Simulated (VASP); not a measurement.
MnS: single point with r2SCAN+U

The system is MnS.

```
Mn S
1.0
     0.00000    2.60450    2.60450
     2.60450    0.00000    2.60450
     2.60450    2.60450    0.00000
Mn S
1 1
Cartesian
  0.0000 0.0000 0.0000
  2.6045 2.6045 2.6045
```

| Item | Value |
| --- | --- |
| Program | VASP 6.6.1 |
| Task | single point |
| Functional | r2SCAN |
| Potentials or basis | VASP PAW PBE potentials, release 64 (Mn_pv, S) |
| Cutoff | 550 eV |
| k mesh | 8 × 8 × 8 |
| Occupations | fermi-dirac, width 0.05 eV |
| Spin | collinear spin, ferromagnetic start |
| Starting moments | [5.2, 0.0] μB |
| Hubbard terms | Mn d U = 3.5 eV |

```
Pressure                                              : 3.7 GPa
Band gap on the k mesh                                : 1.21 eV (least direct gap 3.44 eV)
Net moment                                            : 5.00 μB per cell
Site moments                                          : Mn +4.63; S +0.08 μB
Valence electrons inside the program's atomic spheres : Mn 11.27; S 3.82
```

Levels at points of the mesh, in eV from the valence-band top:
Spin up:
```
           k point  band 10  band 11  band 12  band 13  band 14  band 15
(0.00, 0.00, 0.00)    -1.44    -1.44    -1.44     2.65     9.07     9.07
(0.50, 0.00, 0.00)    -3.92     0.00     0.00     3.65     6.16     6.16
(0.50, 0.50, 0.00)    -4.01    -3.11    -3.11     1.47     5.68    11.40
```
Spin down:
| k point | band 3 | band 4 | band 5 | band 6 | band 7 | band 8 | band 9 | band 10 | band 11 | band 12 |
| --- | --- | --- | --- | --- | --- | --- | --- | --- | --- | --- |
| (0.00, 0.00, 0.00) | -46.42 | -14.38 | -1.21 | -1.21 | -1.21 | 2.87 | 2.87 | 2.87 | 2.93 | 2.93 |
| (0.50, 0.00, 0.00) | -46.42 | -13.03 | -6.01 | -2.57 | -2.57 | 4.35 | 4.35 | 4.36 | 4.43 | 5.92 |
| (0.50, 0.50, 0.00) | -46.42 | -12.80 | -5.29 | -2.82 | -2.82 | 1.21 | 3.29 | 3.53 | 4.69 | 4.69 |

Eigenvalues of the final occupation matrices:
```csv
site,spin,trace,eigenvalues
site 1 d,1,4.73,0.94 0.94 0.94 0.96 0.96
site 1 d,2,0.17,0.01 0.01 0.01 0.07 0.07
```

Run time: 2.4 min on 1 thread of Intel(R) Xeon(R) Platinum 8259CL CPU @ 2.50GHz (Skylake/Cascade Lake) (shared host), peak memory 0.2 GiB.

Caveat: the cell stands under pressure; the PAW data sets were made with another functional, which shifts forces and pressure a little; a cell with one magnetic atom can't hold antiferromagnetic order, which such compounds often take. The state reached can hang on the start; a lower one may exist.
